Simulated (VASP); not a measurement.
# VSi47 (a cell with a defect) in VASP: single point with PBE

Aim: the single point of VSi47 (a cell with a defect) with PBE.

Everything below comes from runs of VASP 6.6.1. Logs are shortened: lines on timing, memory, paths and dates and some standing lists are left out, and cuts for length are marked.

## Step 1: The cell of the first run

The cell holds a defect, 48 atoms: a = 7.332 Å, b = 9.776 Å, c = 8.304 Å, α = 90.00°, β = 90.00°, γ = 120.00°.

## Step 2: Single point, PBE

INCAR

```
PREC = Accurate ; ENCUT = 520
EDIFF = 1E-6 ; ISMEAR = -1
SIGMA = 0.01 ; LREAL = Auto
LASPH = True ; NELM = 100
ALGO = Normal ; ISIF = 2
LWAVE = False ; LCHARG = False
GGA = PE ; NELECT = 200.0
NBANDS = 130
```

KPOINTS

```
Automatic mesh
0
Gamma
  3 2 2
```

POSCAR

```
VSi47
1.0
    7.3320000000      0.0000000000      0.0000000000
   -4.8880000000      8.4662643472      0.0000000000
    0.0000000000      0.0000000000      8.3040000000
V Si
1 47
Direct
    0.1132008441      0.1655138609      0.1250000000
    0.1111766815      0.1669602186      0.6250000000
    0.1087426935      0.4134441731      0.1250000000
    0.1101499283      0.4165156140      0.6250000000
    0.1102969338      0.6655796892      0.1250000000
    0.1090574460      0.6675371131      0.6250000000
    0.1083079447      0.9155444888      0.1250000000
    0.1121683667      0.9184422160      0.6250000000
    0.4432461759      0.1669881292      0.1250000000
    0.4425528696      0.1669970183      0.6250000000
    0.4436611343      0.4150042430      0.1250000000
    0.4426290705      0.4155220016      0.6250000000
    0.4395700396      0.6615870041      0.1250000000
    0.4439616131      0.6671728851      0.6250000000
    0.4438791382      0.9173376274      0.1250000000
    0.4446640134      0.9178973522      0.6250000000
    0.7801112257      0.1661368253      0.1250000000
    0.7789442032      0.1687537788      0.6250000000
    0.7771587374      0.4146338445      0.1250000000
    0.7777981497      0.4166281693      0.6250000000
    0.7800949784      0.6694201219      0.1250000000
    0.7769436299      0.6668173766      0.6250000000
    0.7782224689      0.9158058886      0.1250000000
    0.7787896357      0.9189960890      0.6250000000
    0.2212893211      0.0848536137      0.3712580310
    0.2212893211      0.0848536137      0.8787419690
    0.2208061243      0.3307569874      0.3717638890
    0.2208061243      0.3307569874      0.8782361110
    0.2214298470      0.5819958306      0.3749381082
    0.2214298470      0.5819958306      0.8750618918
    0.2231890897      0.8366272941      0.3741388395
    0.2231890897      0.8366272941      0.8758611605
    0.5576214535      0.0856611254      0.3728822564
    0.5576214535      0.0856611254      0.8771177436
    0.5588721150      0.3345491176      0.3780364900
    0.5588721150      0.3345491176      0.8719635100
    0.5527755026      0.5808631083      0.3750167284
    0.5527755026      0.5808631083      0.8749832716
    0.5565642114      0.8341276554      0.3749486015
    0.5565642114      0.8341276554      0.8750513985
    0.8915872541      0.0830281195      0.3726080145
    0.8915872541      0.0830281195      0.8773919855
    0.8893817254      0.3339428754      0.3760108652
    0.8893817254      0.3339428754      0.8739891348
    0.8911770043      0.5845929092      0.3745063266
    0.8911770043      0.5845929092      0.8754936734
    0.8876423908      0.8313834992      0.3782500957
    0.8876423908      0.8313834992      0.8717499043
```

Potentials or basis: VASP PAW PBE potentials, release 64 (V_sv, Si).

Run with:

```bash
cat potpaw_PBE.64/V_sv/POTCAR potpaw_PBE.64/Si/POTCAR > POTCAR
mpirun -np 1 vasp_std > vasp.out
```

OUTCAR:

```text
PREC = Accurate
   ENCUT = 520
   EDIFF = 1E-6
   ISMEAR = -1
   LREAL = Auto
   LASPH = True
   NELM = 100
   ISIF = 2
   GGA = PE
   NELECT = 200.0

 ion  position               nearest neighbor table
   1  0.113  0.166  0.125-   9 2.41   7 2.43  11 2.43   3 2.44  17 2.45  23 2.45  25 2.46  26 2.46
                            27 2.48  28 2.48  41 2.49  42 2.49
   2  0.111  0.167  0.625-  10 2.43  12 2.43  24 2.43   8 2.43   4 2.44  18 2.44  41 2.52  42 2.52
                            27 2.52  28 2.52  25 2.53  26 2.53
   3  0.109  0.413  0.125-  17 2.41  13 2.43  19 2.44   1 2.44  11 2.45   5 2.46  27 2.49  28 2.49
                            43 2.51  44 2.51  29 2.52  30 2.52
   4  0.110  0.417  0.625-  18 2.43  20 2.44  12 2.44   2 2.44  14 2.45   6 2.46  43 2.50  44 2.50
                            29 2.50  30 2.50  27 2.54  28 2.54
   5  0.110  0.666  0.125-  13 2.43  21 2.44  19 2.45   7 2.45  15 2.45   3 2.46  45 2.50  46 2.50
                            29 2.51  30 2.51  31 2.53  32 2.53
   6  0.109  0.668  0.625-  22 2.43  20 2.44   8 2.44  16 2.45  14 2.46   4 2.46  45 2.50  46 2.50
                            29 2.53  30 2.53  31 2.53  32 2.53
   7  0.108  0.916  0.125-  21 2.41  23 2.42   1 2.43   5 2.45  15 2.45   9 2.46  31 2.50  32 2.50
                            25 2.50  26 2.50  47 2.53  48 2.53
   8  0.112  0.918  0.625-  10 2.43   2 2.43  16 2.44   6 2.44  24 2.45  22 2.46  47 2.50  48 2.50
                            31 2.51  32 2.51  25 2.53  26 2.53
   9  0.443  0.167  0.125-   1 2.41  11 2.42  19 2.43  15 2.44   7 2.46  17 2.47  25 2.48  26 2.48
[... 65 lines left out ...]
  42  0.892  0.083  0.877-  26 2.41  28 2.42  40 2.44  48 2.45  44 2.46  34 2.46   1 2.49  17 2.49
                            23 2.50  24 2.51   2 2.52  18 2.54
  43  0.889  0.334  0.376-  35 2.43  29 2.43  33 2.43  45 2.44  27 2.45  41 2.46  18 2.50   4 2.50
                            20 2.50   3 2.51  19 2.51  17 2.52
  44  0.889  0.334  0.874-  36 2.43  30 2.43  34 2.43  46 2.44  28 2.45  42 2.46  18 2.50   4 2.50
                            20 2.50   3 2.51  19 2.51  17 2.52
  45  0.891  0.585  0.375-  47 2.43  29 2.43  35 2.44  43 2.44  31 2.45  37 2.46   5 2.50   6 2.50
                            21 2.51  22 2.52  20 2.52  19 2.52
  46  0.891  0.585  0.875-  48 2.43  30 2.43  36 2.44  44 2.44  32 2.45  38 2.46   5 2.50   6 2.50
                            21 2.51  22 2.52  20 2.52  19 2.52
  47  0.888  0.831  0.378-  45 2.43  31 2.44  39 2.44  41 2.45  37 2.45  25 2.46  22 2.48   8 2.50
                            24 2.50  21 2.51   7 2.53  23 2.53
  48  0.888  0.831  0.872-  46 2.43  32 2.44  40 2.44  42 2.45  38 2.45  26 2.46  22 2.48   8 2.50
                            24 2.50  21 2.51   7 2.53  23 2.53

  LATTYP: Found a simple monoclinic cell.
 ALAT       =     7.3320000000
 B/A-ratio  =     1.1325695581
 C/A-ratio  =     1.2018504251
 COS(beta)  =    -0.2773500981

  Lattice vectors:

 A1 = (   7.3320000000,   0.0000000000,   0.0000000000)
 A2 = (   0.0000000000,   0.0000000000,   8.3040000000)
 A3 = (  -2.4440000000,  -8.4662643472,   0.0000000000)

Analysis of symmetry for initial positions (statically):
=====================================================================
 Subroutine PRICEL returns:
 Original cell was already a primitive cell.

 Routine SETGRP: Setting up the symmetry group for a
 simple monoclinic supercell.

 Subroutine GETGRP returns: Found  2 space group operations
 (whereof  1 operations were pure point group operations)
 out of a pool of  4 trial point group operations.

The static configuration has the point symmetry C_1 .
 The point group associated with its full space group is C_1h.

Analysis of symmetry for dynamics (positions and initial velocities):
=====================================================================
 Subroutine PRICEL returns:
 Original cell was already a primitive cell.

 Routine SETGRP: Setting up the symmetry group for a
 simple monoclinic supercell.

 Subroutine GETGRP returns: Found  2 space group operations
 (whereof  1 operations were pure point group operations)
 out of a pool of  4 trial point group operations.

The dynamic configuration has the point symmetry C_1 .
 The point group associated with its full space group is C_1h.

 Subroutine INISYM returns: Found  2 space group operations
 (whereof  1 operations are pure point group operations),
 and found     1 'primitive' translations

----------------------------------------------------------------------------------------

                                     Primitive cell

  volume of cell :     515.4679

[... 115 lines left out ...]
 generate k-points for:    3    2    2

 Generating k-lattice:

  Cartesian coordinates                     Fractional coordinates (reciprocal lattice)
     0.045462811  0.026247966  0.000000000     0.333333333 -0.000000000  0.000000000
     0.000000000  0.059057924  0.000000000     0.000000000  0.500000000  0.000000000
     0.000000000  0.000000000  0.060211946     0.000000000  0.000000000  0.500000000

  Length of vectors
     0.052495933  0.059057924  0.060211946

  Shift w.r.t. Gamma in fractional coordinates (k-lattice)
     0.000000000  0.000000000  0.000000000

 Subroutine IBZKPT returns following result:
 ===========================================

 Found      8 irreducible k-points:

 Following reciprocal coordinates:
            Coordinates               Weight
  0.000000  0.000000  0.000000      1.000000
  0.333333 -0.000000  0.000000      2.000000
  0.000000  0.500000  0.000000      1.000000
  0.333333  0.500000  0.000000      2.000000
  0.000000  0.000000  0.500000      1.000000
  0.333333 -0.000000  0.500000      2.000000
  0.000000  0.500000  0.500000      1.000000
  0.333333  0.500000  0.500000      2.000000
   k-points           NKPTS =      8   k-points in BZ     NKDIM =      8   number of bands    NBANDS=    130
   number of dos      NEDOS =    301   number of ions     NIONS =     48
   total plane-waves  NPLWV = 286720
   dimension x,y,z NGX =    56 NGY =   80 NGZ =   64
   dimension x,y,z NGXF=   112 NGYF=  160 NGZF=  128
   ions per type =               1  47
   NGX,Y,Z   is equivalent  to a cutoff of  12.70, 13.60, 12.81 a.u.
   NGXF,Y,Z  is equivalent  to a cutoff of  25.39, 27.21, 25.63 a.u.
 SYSTEM =  unknown system
   PREC   = accura    normal or accurate (medium, high low for compatibility)
   ISTART =      0    job   : 0-new  1-cont  2-samecut
   ICHARG =      2    charge: 1-file 2-atom 10-const
   ISPIN  =      1    spin polarized calculation?
   LNONCOLLINEAR =      F non collinear calculations
   LSORBIT =      F    spin-orbit coupling
   LASPH  =      T    aspherical Exc in radial PAW
   ENCUT  =  520.0 eV  38.22 Ry    6.18 a.u.  13.63 18.18 15.44*2*pi/ulx,y,z
   NELM   =    100;   NELMIN=  2; NELMDL= -5     # of ELM steps
   EDIFF  = 0.1E-05   stopping-criterion for ELM
   LREAL  =      T    real-space projection
   EDIFFG = 0.1E-04   stopping-criterion for IOM
   NSW    =      0    number of steps for IOM
   IBRION =     -1    ionic relax: 0-MD 1-quasi-New 2-CG
   NFREE  =      0    steps in history (QN), initial steepest desc. (CG)
   ISIF   =      2    stress and relaxation
   ISYM   =      2    0-nonsym 1-usesym 2-fastsym
   POTIM  = 0.5000    time-step for ionic-motion
   TEBEG  =    0.0;   TEEND  =   0.0 temperature during run
   PSTRESS=    0.0 pullay stress
   NELECT =     200.0000    total number of electrons
   NUPDOWN=      -1.0000    fix difference up-down
   EMIN   =  10.00;   EMAX   =-10.00  energy-range for DOS
   EFERMI =   0.00;   METHOD = LEGACY
   ISMEAR =    -1;   SIGMA  =   0.01  broadening in eV -4-tet -1-fermi 0-gaus
   EFERMI_NEDOS =   21; number of points for ismear=-14 and -15
   IALGO  =     38    algorithm
   IMIX   =      4    mixing-type and parameters
     AMIX     =   0.40;   BMIX     =  1.00
     AMIX_MAG =   1.60;   BMIX_MAG =  1.00
  volume/ion in A,a.u.               =      10.74        72.47
  Fermi-wavevector in a.u.,A,eV,Ry     =   1.194037  2.256402 19.398143  1.425723
  Thomas-Fermi vector in A             =   2.330036
   LORBIT       =      0    0 simple, 1 ext, 2 COOP (PROOUT), +10 PAW based schemes
   GGA     = PE    functional components
   LHFCALC =     F    Hartree Fock is set to
   AEXX    =    0.0000 exact exchange contribution
   IVDW    =     0    specifies the selected vdW correction
   LEPSILON=     F    determine dielectric tensor
   LRPA    =     F    only Hartree local field effects (RPA)
 non-spin polarized calculation
  energy-cutoff  :      520.00
  volume of cell :      515.47
 maximum number of plane-waves:     13919
 NGX is ok and might be reduce to    54
   NGX = 27   NGY = 37   NGZ = 31

 number of electron     199.9999998 magnetization

 Free energy of the ion-electron system (eV)
  ---------------------------------------------------
  ext. energy  EPLUGINS =         0.00000000
  ---------------------------------------------------
  free energy    TOTEN  =      -236.86439316 eV

  energy without entropy =     -236.86013734  energy(sigma->0) =     -236.86226525

 E-fermi :  14.6048     XC(G=0): -12.4574

 val. band max:       14.4659139503   @ k =   0.3333  -0.0000   0.0000
 cond. band min:      14.6142302776   @ k =   0.3333   0.5000   0.0000
 fundamental gap:      0.1483163273
 Fermi energy:        14.6048075223

 k-point     1 :       0.0000    0.0000    0.0000
  band No.  band energies     occupation
      1     -49.1447      2.00000
      2     -23.1942      2.00000
      3     -23.1258      2.00000
      4     -23.1229      2.00000
      5      -2.8236      2.00000
      6      -0.8585      2.00000
[... 909 lines left out ...]
    111      15.8190      0.00000
    112      16.0738      0.00000
 [bands above 112 left out]

------------------------ aborting loop because EDIFF is reached ----------------------------------------

  FORCE on cell =-STRESS in cart. coord.  units (eV):
  Direction    XX          YY          ZZ          XY          YZ          ZX
  --------------------------------------------------------------------------------------
  -------------------------------------------------------------------------------------
  Total      151.1865200    147.4394464    129.7461086      6.0941905      0.0000000      0.0000000
  in kB      469.9179467    458.2712925    403.2768594     18.9419631      0.0000000      0.0000000
  external PRESSURE =     443.8220328 kB  Pullay stress =       0.0000000 kB

 VOLUME and BASIS-vectors are now :
 -----------------------------------------------------------------------------
  energy-cutoff  :      520.00
  volume of cell :      515.47
      direct lattice vectors                 reciprocal lattice vectors
     7.332000000  0.000000000  0.000000000     0.136388434  0.078743899  0.000000000
    -4.888000000  8.466264347  0.000000000     0.000000000  0.118115849  0.000000000
     0.000000000  0.000000000  8.304000000     0.000000000  0.000000000  0.120423892

 POSITION                                       TOTAL-FORCE (eV/Angst)
 -----------------------------------------------------------------------------------
      0.02096      1.40128      1.03800        -0.003385     -0.015376      0.000000
     -0.00095      1.41353      5.19000        -0.002705      0.001310      0.000000
     -1.22361      3.50033      1.03800        -0.006096     -0.002416      0.000000
     -1.22831      3.52633      5.19000         0.000095     -0.000176      0.000000
     -2.44466      5.63497      1.03800         0.000993     -0.008350      0.000000
     -2.46331      5.65155      5.19000        -0.003568      0.003265      0.000000
[... 40 lines left out ...]
      2.44439      7.03871      3.14099        -0.003680     -0.004651      0.018638
      2.44439      7.03871      7.23901        -0.003680     -0.004651     -0.018638
 -----------------------------------------------------------------------------------
    total drift:                                0.026365     -0.004422     -0.000002

  FREE ENERGIE OF THE ION-ELECTRON SYSTEM (eV)
  ---------------------------------------------------
  free  energy   TOTEN  =      -236.8643931649 eV

  energy  without entropy=     -236.8601373446  energy(sigma->0) =     -236.86226525
```

Wall time 23 min (1 thread of Intel Xeon Platinum 8259CL at 2.50GHz (Skylake/Cascade Lake), shared host); peak memory 0.78 GiB.

Results:

| Quantity | Value |
| --- | --- |
| Free energy | -236.8644 eV |
| Largest force | 0.021 eV/Å |

Forces on the atoms (eV/Å):
```
V   -0.003 -0.015  0.000
Si  -0.003  0.001  0.000
Si  -0.006 -0.002  0.000
Si   0.000  0.000  0.000
Si   0.001 -0.008  0.000
Si  -0.004  0.003  0.000
Si   0.003 -0.005  0.000
Si   0.000  0.000  0.000
Si   0.021  0.000  0.000
Si  -0.002 -0.002  0.000
Si   0.007  0.013  0.000
Si  -0.008  0.007  0.000
Si  -0.003  0.004  0.000
Si  -0.007  0.007  0.000
Si   0.000 -0.011  0.000
Si   0.001 -0.003  0.000
Si  -0.010 -0.006  0.000
Si  -0.009 -0.011  0.000
Si  -0.007 -0.005  0.000
Si  -0.009  0.008  0.000
Si  -0.007  0.003  0.000
Si  -0.010 -0.006  0.000
Si  -0.010 -0.011  0.000
Si  -0.002  0.001  0.000
Si   0.014 -0.005  0.012
Si   0.014 -0.005 -0.012
Si   0.002  0.010  0.007
Si   0.002  0.010 -0.007
Si   0.005  0.013  0.014
Si   0.005  0.013 -0.014
Si   0.001  0.008  0.006
Si   0.001  0.008 -0.006
Si   0.006  0.005  0.001
Si   0.006  0.005 -0.001
Si   0.003  0.005  0.012
Si   0.003  0.005 -0.012
Si   0.001  0.000 -0.001
Si   0.001  0.000  0.001
Si  -0.004 -0.001  0.004
Si  -0.004 -0.001 -0.004
Si  -0.004 -0.011  0.010
Si  -0.004 -0.011 -0.010
Si   0.009 -0.002  0.010
Si   0.009 -0.002 -0.010
Si   0.005  0.002 -0.009
Si   0.005  0.002  0.009
Si  -0.004 -0.005  0.019
Si  -0.004 -0.005 -0.019
```

Levels at points of the mesh, in eV from the Fermi level:
| k point | band 96 | band 97 | band 98 | band 99 | band 100 | band 101 | band 102 | band 103 | band 104 | band 105 |
| --- | --- | --- | --- | --- | --- | --- | --- | --- | --- | --- |
| (0.00, 0.00, 0.00) | -0.71 | -0.54 | -0.48 | -0.30 | -0.29 | 0.07 | 0.19 | 0.29 | 0.30 | 0.46 |
| (0.00, 0.50, 0.00) | -0.35 | -0.18 | 0.12 | 0.23 | 0.37 | 0.56 | 0.68 | 0.79 | 0.94 | 0.97 |
| (0.00, 0.00, 0.50) | -0.87 | -0.79 | -0.77 | -0.68 | -0.54 | -0.54 | -0.34 | -0.20 | 0.10 | 0.11 |
| (0.00, 0.50, 0.50) | -1.12 | -1.04 | -0.88 | -0.65 | -0.63 | -0.54 | -0.42 | -0.28 | -0.16 | -0.16 |

Caveat: the k points lie up to 0.38 Å⁻¹ apart, too coarse for converged energies and pressures of a metal; the cell carries a net charge on a neutralising background, which shifts energy and pressure; the cell is charged against a uniform background, so pressure and absolute levels hang on convention.
